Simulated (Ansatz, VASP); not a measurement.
**Two plane-wave programs on CsPtS**

```
Cs Pt S
1.0
     3.59801    0.00000    0.00000
     0.00000    3.59801    0.00000
     0.00000    0.00000    6.26746
Cs Pt S
1 1 1
Direct
  0.00000 0.00000 0.00000
  0.00000 0.00000 0.50000
  0.50000 0.50000 0.50000
```

Alike in both runs: functional PBE; k mesh 6 × 6 × 4; occupations gaussian, width 0.1 eV; no spin polarisation.

Ansatz relaxed the structure, and its values are those at the end. VASP's run is a single point on that final structure, the one shown.

|  | VASP | Ansatz |
| --- | --- | --- |
| version | VASP 6.6.1 | Ansatz 0.2.0 |
| potentials or method | VASP PAW PBE potentials, release 64 (Cs_sv, Pt, S), cutoff 520 eV | scalar-relativistic, plane waves, PAW |
| valence electrons in the cell | 25 | 33 |

|  | VASP | Ansatz | Ansatz less VASP |
| --- | --- | --- | --- |
| gap on the k mesh at the Fermi level (eV) | none | none | - |
| pressure (GPa) | 0.1 | 0.0 | -0.13 |

A gap of «none» marks a metal or a gap that the smearing closes. With one functional, cell and mesh, what is left measures potentials, basis and numerics. VASP's potentials hold 25 valence electrons a cell and Ansatz's 33, so a difference there can come from the potentials and not from the codes.

Neither program's run includes spin-orbit coupling.
